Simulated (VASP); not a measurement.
A run of VASP 6.6.1:

Contents of POSCAR:

```
GaN
1.0
    0.0000000000      2.1209041320      2.1209041320
    2.1209041320      0.0000000000      2.1209041320
    2.1209041320      2.1209041320      0.0000000000
Ga N
1 1
Direct
    0.0000000000      0.0000000000      0.0000000000
    0.5000000000      0.5000000000      0.5000000000
```

Contents of INCAR.step1:

```
SYSTEM = GaN
PREC = Accurate
ENCUT = 1460
ISMEAR = -1
SIGMA = 0.05
LREAL = .FALSE.
LASPH = .TRUE.
NELM = 120
NBANDS = 16
GGA = PE
ALGO = Normal
EDIFF = 1E-5
LWAVE = .TRUE.
LCHARG = .FALSE.
GGA_COMPAT = .FALSE.
```

Contents of INCAR.step2:

```
SYSTEM = GaN
PREC = Accurate
ENCUT = 1460
EDIFF = 1E-6
ISMEAR = -1
SIGMA = 0.05
LREAL = .FALSE.
LASPH = .TRUE.
NELM = 120
ALGO = Normal
ISIF = 2
LWAVE = .FALSE.
LCHARG = .FALSE.
METAGGA = R2SCAN
LMIXTAU = .TRUE.
NBANDS = 16
ISTART = 1
GGA_COMPAT = .FALSE.
```

Contents of KPOINTS:

```
regular mesh
0
G
  11 11 11
  0 0 0
```

Potentials or basis: VASP PAW PBE potentials, release 64 (Ga_d, N_h).

Run with:

```sh
$ cat potpaw_PBE.64/Ga_d/POTCAR potpaw_PBE.64/N_h/POTCAR > POTCAR
$ cp INCAR.step1 INCAR
$ mpirun -np 1 vasp_std > vasp.out
$ cp INCAR.step2 INCAR
$ mpirun -np 1 vasp_std > vasp.out
```

Hardware: 1 thread of AMD EPYC 7R43 64-Core Processor (Zen 3) (shared host).

**Question.** How long does it take, and how much memory?

**Answer.** Wall time 7.1 min on 1 thread of AMD EPYC 7R43 64-Core Processor (Zen 3) (shared host), peak memory 0.28 GiB. Counts: k points 56.
